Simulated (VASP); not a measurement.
# Mg (Fm-3m) in VASP: notebook, part 2 of 3

VASP 6.6.1. Earlier steps stand in the parts before.

### 3 Single point, PBE (strained)

INCAR

```
SYSTEM = Mg
PREC     = Accurate       ! precision mode
ENCUT    = 520            ! plane-wave cutoff, eV
EDIFF    = 1E-7           ! SCF threshold, eV
ISMEAR   = 0              ! smearing method
SIGMA    = 0.1            ! smearing width, eV
LREAL    = .FALSE.        ! projectors in reciprocal space
LASPH    = .TRUE.         ! aspherical terms in the spheres
NELM     = 100            ! most SCF steps
ALGO     = Normal         ! electronic algorithm
ISIF     = 2              ! what is computed and relaxed
LWAVE    = .FALSE.        ! write WAVECAR
LCHARG   = .FALSE.        ! write CHGCAR
GGA      = PE             ! functional
NBANDS   = 7              ! bands
```

KPOINTS

```
regular mesh
0
G
  16 16 16
  0 0 0
```

POSCAR

```
Mg
1.0
    0.0000000000      2.3279218637      2.3279218637
    2.3279218637      0.0000000000      2.3279218637
    2.3279218637      2.3279218637      0.0000000000
Mg
1
Direct
    0.0000000000      0.0000000000      0.0000000000
```

Potentials or basis: VASP PAW PBE potentials, release 64 (Mg).

Started as:

```bash
$ cat potpaw_PBE.64/Mg/POTCAR > POTCAR
$ mpirun -np 1 vasp_std > vasp.out
```

OUTCAR:

```text
SYSTEM = Mg
   PREC = Accurate
   ENCUT = 520
   EDIFF = 1E-7
   ISMEAR = 0
   LREAL = .FALSE.
   LASPH = .TRUE.
   NELM = 100
   ISIF = 2
   GGA = PE

 ion  position               nearest neighbor table
   1  0.000  0.000  0.000-

  LATTYP: Found a face centered cubic cell.
 ALAT       =     4.6558437274

  Lattice vectors:

 A1 = (   0.0000000000,   2.3279218637,   2.3279218637)
 A2 = (   2.3279218637,   0.0000000000,   2.3279218637)
 A3 = (   2.3279218637,   2.3279218637,   0.0000000000)

Analysis of symmetry for initial positions (statically):
=====================================================================
 Subroutine PRICEL returns:
 Original cell was already a primitive cell.

 Routine SETGRP: Setting up the symmetry group for a
 face centered cubic supercell.

 Subroutine GETGRP returns: Found 48 space group operations
 (whereof 48 operations were pure point group operations)
 out of a pool of 48 trial point group operations.

The static configuration has the point symmetry O_h .

Analysis of symmetry for dynamics (positions and initial velocities):
=====================================================================
 Subroutine PRICEL returns:
 Original cell was already a primitive cell.

 Routine SETGRP: Setting up the symmetry group for a
 face centered cubic supercell.

 Subroutine GETGRP returns: Found 48 space group operations
 (whereof 48 operations were pure point group operations)
 out of a pool of 48 trial point group operations.

The dynamic configuration has the point symmetry O_h .

 Subroutine INISYM returns: Found 48 space group operations
 (whereof 48 operations are pure point group operations),
 and found     1 'primitive' translations

----------------------------------------------------------------------------------------

                                     Primitive cell

  volume of cell :      25.2310

  direct lattice vectors                    reciprocal lattice vectors
     0.000000000  2.327921864  2.327921864    -0.214783841  0.214783841  0.214783841
     2.327921864  0.000000000  2.327921864     0.214783841 -0.214783841  0.214783841
     2.327921864  2.327921864  0.000000000     0.214783841  0.214783841 -0.214783841

  length of vectors
     3.292178672  3.292178672  3.292178672     0.372016526  0.372016526  0.372016526

  position of ions in fractional coordinates (direct lattice)
     0.000000000  0.000000000  0.000000000

  ion indices of the primitive-cell ions
   primitive index   ion index
                 1           1

----------------------------------------------------------------------------------------

 KPOINTS: regular mesh

Automatic generation of k-mesh.
 Grid dimensions read from file:
 generate k-points for:   16   16   16

 Generating k-lattice:

  Cartesian coordinates                     Fractional coordinates (reciprocal lattice)
    -0.013423990  0.013423990  0.013423990     0.062500000  0.000000000  0.000000000
     0.013423990 -0.013423990  0.013423990     0.000000000  0.062500000  0.000000000
     0.013423990  0.013423990 -0.013423990     0.000000000  0.000000000  0.062500000

  Length of vectors
     0.023251033  0.023251033  0.023251033

  Shift w.r.t. Gamma in fractional coordinates (k-lattice)
     0.000000000  0.000000000  0.000000000

 Subroutine IBZKPT returns following result:
 ===========================================

 Found    145 irreducible k-points:

 Following reciprocal coordinates:
            Coordinates               Weight
  0.000000  0.000000  0.000000      1.000000
  0.062500  0.000000  0.000000      8.000000
  0.125000  0.000000  0.000000      8.000000
  0.187500  0.000000  0.000000      8.000000
  0.250000  0.000000  0.000000      8.000000
  0.312500  0.000000  0.000000      8.000000
[... 16 lines left out ...]
 -0.125000  0.062500  0.000000     24.000000
 -0.062500  0.062500  0.000000     12.000000
 [... further k-points ...]
   k-points           NKPTS =    145   k-points in BZ     NKDIM =    145   number of bands    NBANDS=      7
   number of dos      NEDOS =    301   number of ions     NIONS =      1
   total plane-waves  NPLWV =  13824
   dimension x,y,z NGX =    24 NGY =   24 NGZ =   24
   dimension x,y,z NGXF=    48 NGYF=   48 NGZF=   48
   ions per type =               1
   NGX,Y,Z   is equivalent  to a cutoff of  12.12, 12.12, 12.12 a.u.
   NGXF,Y,Z  is equivalent  to a cutoff of  24.24, 24.24, 24.24 a.u.
 SYSTEM =  Mg
   PREC   = accura    normal or accurate (medium, high low for compatibility)
   ISTART =      0    job   : 0-new  1-cont  2-samecut
   ICHARG =      2    charge: 1-file 2-atom 10-const
   ISPIN  =      1    spin polarized calculation?
   LNONCOLLINEAR =      F non collinear calculations
   LSORBIT =      F    spin-orbit coupling
   LASPH  =      T    aspherical Exc in radial PAW
   ENCUT  =  520.0 eV  38.22 Ry    6.18 a.u.   6.12  6.12  6.12*2*pi/ulx,y,z
   NELM   =    100;   NELMIN=  2; NELMDL= -5     # of ELM steps
   EDIFF  = 0.1E-06   stopping-criterion for ELM
   LREAL  =      F    real-space projection
   EDIFFG = 0.1E-05   stopping-criterion for IOM
   NSW    =      0    number of steps for IOM
   IBRION =     -1    ionic relax: 0-MD 1-quasi-New 2-CG
   NFREE  =      0    steps in history (QN), initial steepest desc. (CG)
   ISIF   =      2    stress and relaxation
   ISYM   =      2    0-nonsym 1-usesym 2-fastsym
   POTIM  = 0.5000    time-step for ionic-motion
   TEBEG  =    0.0;   TEEND  =   0.0 temperature during run
   PSTRESS=    0.0 pullay stress
   NELECT =       2.0000    total number of electrons
   NUPDOWN=      -1.0000    fix difference up-down
   EMIN   =  10.00;   EMAX   =-10.00  energy-range for DOS
   EFERMI =   0.00;   METHOD = LEGACY
   ISMEAR =     0;   SIGMA  =   0.10  broadening in eV -4-tet -1-fermi 0-gaus
   EFERMI_NEDOS =   21; number of points for ismear=-14 and -15
   IALGO  =     38    algorithm
   IMIX   =      4    mixing-type and parameters
     AMIX     =   0.40;   BMIX     =  1.00
     AMIX_MAG =   1.60;   BMIX_MAG =  1.00
  volume/ion in A,a.u.               =      25.23       170.27
  Fermi-wavevector in a.u.,A,eV,Ry     =   0.703245  1.328940  6.728802  0.494553
  Thomas-Fermi vector in A             =   1.788163
   LORBIT       =      0    0 simple, 1 ext, 2 COOP (PROOUT), +10 PAW based schemes
   GGA     = PE    functional components
   LHFCALC =     F    Hartree Fock is set to
   AEXX    =    0.0000 exact exchange contribution
   IVDW    =     0    specifies the selected vdW correction
   LEPSILON=     F    determine dielectric tensor
   LRPA    =     F    only Hartree local field effects (RPA)
 non-spin polarized calculation
 Gauss-broadening in eV      SIGMA  =   0.10
  energy-cutoff  :      520.00
  volume of cell :       25.23
 maximum number of plane-waves:       700
   NGX = 13   NGY = 13   NGZ = 13

 number of electron       2.0000000 magnetization

 Free energy of the ion-electron system (eV)
  ---------------------------------------------------
  ext. energy  EPLUGINS =         0.00000000
  ---------------------------------------------------
  free energy    TOTEN  =        -1.47307532 eV

  energy without entropy =       -1.47032763  energy(sigma->0) =       -1.47170148

 E-fermi :   2.1430     XC(G=0):  -8.2044

 val. band max:        2.0801307192   @ k =  -0.3750   0.1875   0.0625
 cond. band min:       2.1561722223   @ k =  -0.3750   0.4375   0.1250
 fundamental gap:      0.0760415031
 Fermi energy:         2.1429830235

 k-point     1 :       0.0000    0.0000    0.0000
  band No.  band energies     occupation
      1      -4.3760      2.00000
      2      13.9355      0.00000
      3      13.9355      0.00000
      4      13.9355      0.00000
      5      15.3859      0.00000
      6      15.3859      0.00000
      7      15.3859      0.00000

 k-point     2 :       0.0625    0.0000    0.0000
  band No.  band energies     occupation
      1      -4.2944      2.00000
      2      12.5489      0.00000
      3      13.6899      0.00000
      4      13.6899      0.00000
      5      15.5681      0.00000
      6      15.7691      0.00000
      7      15.7691      0.00000
[... 201 lines left out ...]
 k-point    23 :      -0.1250    0.0625    0.0000
  band No.  band energies     occupation
      1      -3.8606      2.00000
      2       9.9513      0.00000
      3      11.6999      0.00000
      4      14.0969      0.00000
      5      15.8364      0.00000
      6      16.0773      0.00000
      7      16.5938      0.00000

 k-point    24 :      -0.0625    0.0625    0.0000
  band No.  band energies     occupation
      1      -4.1587      2.00000
      2      11.6892      0.00000
      3      12.3671      0.00000
      4      14.1467      0.00000
      5      15.5483      0.00000
      6      15.8741      0.00000
      7      16.4674      0.00000

 [... further k-points ...]
[... 5 lines left out ...]
  --------------------------------------------------------------------------------------
  -------------------------------------------------------------------------------------
  Total       -0.4262226     -0.4262226     -0.4262226     -0.0000000     -0.0000000      0.0000000
  in kB      -27.0652413    -27.0652413    -27.0652413     -0.0000000     -0.0000000      0.0000000
  external PRESSURE =     -27.0652413 kB  Pullay stress =       0.0000000 kB

 VOLUME and BASIS-vectors are now :
 -----------------------------------------------------------------------------
  energy-cutoff  :      520.00
  volume of cell :       25.23
      direct lattice vectors                 reciprocal lattice vectors
     0.000000000  2.327921864  2.327921864    -0.214783841  0.214783841  0.214783841
     2.327921864  0.000000000  2.327921864     0.214783841 -0.214783841  0.214783841
     2.327921864  2.327921864  0.000000000     0.214783841  0.214783841 -0.214783841

 POSITION                                       TOTAL-FORCE (eV/Angst)
 -----------------------------------------------------------------------------------
      0.00000      0.00000      0.00000        -0.000000      0.000000     -0.000000
 -----------------------------------------------------------------------------------
    total drift:                               -0.000000     -0.000000     -0.000000

  FREE ENERGIE OF THE ION-ELECTRON SYSTEM (eV)
  ---------------------------------------------------
  free  energy   TOTEN  =        -1.4730753186 eV

  energy  without entropy=       -1.4703276340  energy(sigma->0) =       -1.47170148
```

Run time: 12 s. Hardware: 1 thread of Intel Xeon Platinum 8259CL at 2.50GHz (Skylake/Cascade Lake), shared host; peak memory 0.15 GiB.

Results:

| Quantity | Value |
| --- | --- |
| Free energy | -1.4731 eV |
| Pressure | -2.7 GPa |
| Band gap on the k mesh | zero (band 1 reaches 3.55 eV, above the bottom of band 2 at 0.86 eV) |

Caveat: the cell differs from its parent crystal (strained).

### 4 Single point, PBE (strained)

INCAR

```
PREC = Accurate
ENCUT = 520
EDIFF = 1E-6
ISMEAR = 0
SIGMA = 0.1
LREAL = F
LASPH = T
NELM = 100
ALGO = Normal
ISIF = 2
LWAVE = F
LCHARG = T
GGA = PE
LELF = T
LVHAR = T
NBANDS = 7
```

KPOINTS

```
Automatic mesh
0
Gamma
  16 16 16
```

POSCAR

```
Mg
1.0
    0.0000000000      2.3162517325      2.3162517325
    2.3162517325      0.0000000000      2.3162517325
    2.3162517325      2.3162517325      0.0000000000
Mg
1
Direct
    0.0000000000      0.0000000000      0.0000000000
```

Started as:

```bash
$ cat potpaw_PBE.64/Mg/POTCAR > POTCAR
$ mpirun -np 1 vasp_std > vasp.out
```

It took 10 s on 1 thread of Intel Xeon Platinum 8259CL at 2.50GHz (Skylake/Cascade Lake), shared host; peak memory 0.15 GiB.

It converged, with:

```yaml
Free_energy: -1.4790 eV
Pressure: -2.3 GPa
Band_gap_on_the_k_mesh: zero (band 1 reaches 3.63 eV, above the bottom of band 2 at 0.93 eV)
```

Levels at points of the mesh, in eV from the Fermi level:
```
           k point  band 1  band 2  band 3  band 4
(0.00, 0.00, 0.00)   -6.58   11.88   11.88   11.88
(0.50, 0.00, 0.00)   -1.56   -1.28   10.86   10.86
(0.50, 0.50, 0.00)   -0.18    0.75    5.95    6.55
```

Caveat: the cell differs from its parent crystal (strained).

### 5 Single point, PBE (strained)

INCAR

```
SYSTEM = Mg
PREC = Accurate ; ENCUT = 520
EDIFF = 1E-7 ; ISMEAR = 0
SIGMA = 0.1 ; LREAL = .FALSE.
LASPH = .TRUE. ; NELM = 100
ALGO = Fast ; ISIF = 2
LWAVE = .FALSE. ; LCHARG = .TRUE.
GGA = PE ; LELF = .TRUE.
LVHAR = .TRUE. ; NBANDS = 7
```

KPOINTS

```
Automatic mesh
0
G
  16 16 16
  0 0 0
```

POSCAR

```
Mg
1.0
    0.0000000000      2.3388962755      2.3388962755
    2.3388962755      0.0000000000      2.3388962755
    2.3388962755      2.3388962755      0.0000000000
Mg
1
Direct
    0.0000000000      0.0000000000      0.0000000000
```

Started as:

```bash
$ cat potpaw_PBE.64/Mg/POTCAR > POTCAR
$ mpirun -np 1 vasp_std > vasp.out
```

Run time: 25 s. Hardware: 1 thread of Intel Xeon Platinum 8259CL at 2.50GHz (Skylake/Cascade Lake), shared host; peak memory 0.17 GiB.

Results (log left out):

```
Free energy            : -1.4666 eV
Pressure               : -3.0 GPa
Band gap on the k mesh : zero (band 1 reaches 3.47 eV, above the bottom of band 2 at 0.79 eV)
```

Levels at points of the mesh, in eV from the Fermi level:
```
           k point  band 1  band 2  band 3  band 4  band 5
(0.00, 0.00, 0.00)   -6.46   11.71   11.71   11.71   13.09
(0.50, 0.00, 0.00)   -1.52   -1.29   10.70   10.70   11.05
(0.50, 0.50, 0.00)   -0.17    0.72    5.90    6.41    6.41
```

Caveat: the cell differs from its parent crystal (strained).

(Continued in part 3 of 3.)
